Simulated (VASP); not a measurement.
A run of VASP 6.6.1 is set up as follows.

The input INCAR:

```
ALGO = Normal
EDIFF = 1E-7
ENCUT = 520
GGA = PE
ISIF = 2
ISMEAR = -1
ISPIN = 2
LASPH = T
LCHARG = T
LELF = T
LMAXMIX = 4
LORBIT = 11
LREAL = F
LVHAR = T
LWAVE = F
MAGMOM = 2.598 -2.598
NBANDS = 23
NELM = 150
PREC = Accurate
SIGMA = 0.05
```

Contents of KPOINTS:

```
k-points
0
Gamma
  17 17 17
```

Contents of POSCAR:

```
Cr
1.0
    0.0000000000      2.7340203560      2.7340203560
    2.7340203560      0.0000000000      2.7340203560
    2.7340203560      2.7340203560      0.0000000000
Cr
2
Direct
    0.1250000000      0.1250000000      0.1250000000
    0.8750000000      0.8750000000      0.8750000000
```

Potentials or basis: VASP PAW PBE potentials, release 64 (Cr_pv).

Command:

```bash
$ cat potpaw_PBE.64/Cr_pv/POTCAR > POTCAR
$ mpirun -np 1 vasp_std > vasp.out
```

(1) Estimate the pressure.

(2) What does it give for the band gap on the k mesh?

(3) What does it give for the net moment?

Results:

(1) -1.1 GPa.

(2) zero (filled and empty bands overlap).

(3) 0.00 μB per cell.

Caveat: an empty level that is flat over the whole mesh can mark a ghost state of the potentials, or a narrow d or f band.
